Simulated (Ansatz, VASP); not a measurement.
One calculation of Cs, two programs

```
Cs
1.0
     4.92665    0.00000    0.00000
     0.00000    4.92665    0.00000
     0.00000    0.00000    4.92665
Cs
1
Direct
  0.00000 0.00000 0.00000
```

Change from the starting cell: volume scaled by 0.95, PAW files.

Alike in both runs: task single point; functional PBE; k mesh 8 × 8 × 8; occupations fermi-dirac, width 0.08 eV; no spin polarisation.

|  | VASP | Ansatz |
| --- | --- | --- |
| version | VASP 6.6.1 | Ansatz 0.2.0 |
| potentials or method | VASP PAW PBE potentials, release 64 (Cs_sv) | PAW with Ansatz's default frozen-core files, scalar-relativistic |
| plane-wave cutoff (eV) | 520 | 420 |
| valence electrons in the cell | 9 | 9 |

|  | VASP | Ansatz | Ansatz less VASP |
| --- | --- | --- | --- |
| pressure (GPa) | 0.1 | 0.1 | 0.00 |

With one functional, cell and mesh, what is left measures potentials, basis and numerics.

Neither program's run includes spin-orbit coupling.
